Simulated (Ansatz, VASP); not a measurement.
**AlNi3: VASP beside Ansatz**

The input INCAR:

```
SYSTEM = AlNi3
PREC = Accurate
ENCUT = 520
EDIFF = 1E-6
ISMEAR = 0
SIGMA = 0.15
LREAL = .False.
LASPH = .True.
NELM = 80
ALGO = Fast
ISIF = 2
LWAVE = .False.
LCHARG = .False.
GGA = PS
NBANDS = 24
```

Contents of KPOINTS:

```
Automatic mesh
0
Gamma
  14 14 14
  0 0 0
```

Contents of POSCAR:

```
AlNi3
1.0
    0.0000000000      2.7984078565      2.7984078565
    2.7984078565      0.0000000000      2.7984078565
    2.7984078565      2.7984078565      0.0000000000
Al Ni
1 3
Direct
    0.5000000000      0.5000000000      0.5000000000
    0.2500000000      0.2500000000      0.2500000000
   -0.0536019078     -0.0536019078      0.0536019078
    0.7500000000      0.7500000000      0.7500000000
```

Input for Ansatz:

```yaml
crystal:
  lattice:
    - [0.0, 2.7984078565, 2.7984078565]
    - [2.7984078565, 0.0, 2.7984078565]
    - [2.7984078565, 2.7984078565, 0.0]
  atoms:
    - { symbol: Al, position: [0.5, 0.5, 0.5] }
    - { symbol: Ni, position: [0.25, 0.25, 0.25] }
    - { symbol: Ni, position: [-0.0536019078, -0.0536019078, 0.0536019078] }
    - { symbol: Ni, position: [0.75, 0.75, 0.75] }
basis:
  ecutwfc: 420
kpoints:
  mp_grid: { grid: [14, 14, 14] }
hamiltonian:
  xc: pbesol
scf:
  occupations: { method: gaussian, width: 0.15 }
output:
  forces: true
  stress: true
  eigenvalues: true
```

Alike in both runs: task single point; functional PBEsol; k mesh 14 × 14 × 14; occupations gaussian, width 0.15 eV; no spin polarisation.

|  | VASP | Ansatz |
| --- | --- | --- |
| version | VASP 6.6.1 | Ansatz 0.2.0 |
| potentials or method | VASP PAW PBE potentials, release 64 (Al, Ni), cutoff 520 eV | scalar-relativistic, plane waves, PAW |
| valence electrons in the cell | 33 | 57 |

Ansatz gave:

* gap on the k mesh at the Fermi level (eV): none
* pressure (GPa): 5.6
* traceless stress, the component that is largest in VASP (GPa): -1.69
* rms of the force components (eV/Å): 0.985

Task: What did VASP give for the same quantities?

Result: gap on the k mesh at the Fermi level (eV): none; pressure (GPa): 5.7; traceless stress, the component that is largest in VASP (GPa): -1.64; rms of the force components (eV/Å): 0.978.

VASP's potentials were made for PBE, not for PBEsol. Atom by atom the forces differ by 0.007 eV/Å (rms over components). A gap of «none» marks a metal or a gap that the smearing closes. The functional is the same, so the differences come from potentials, cutoffs and numerics. VASP's potentials hold 33 valence electrons a cell and Ansatz's 57, so a difference there can come from the potentials and not from the codes.
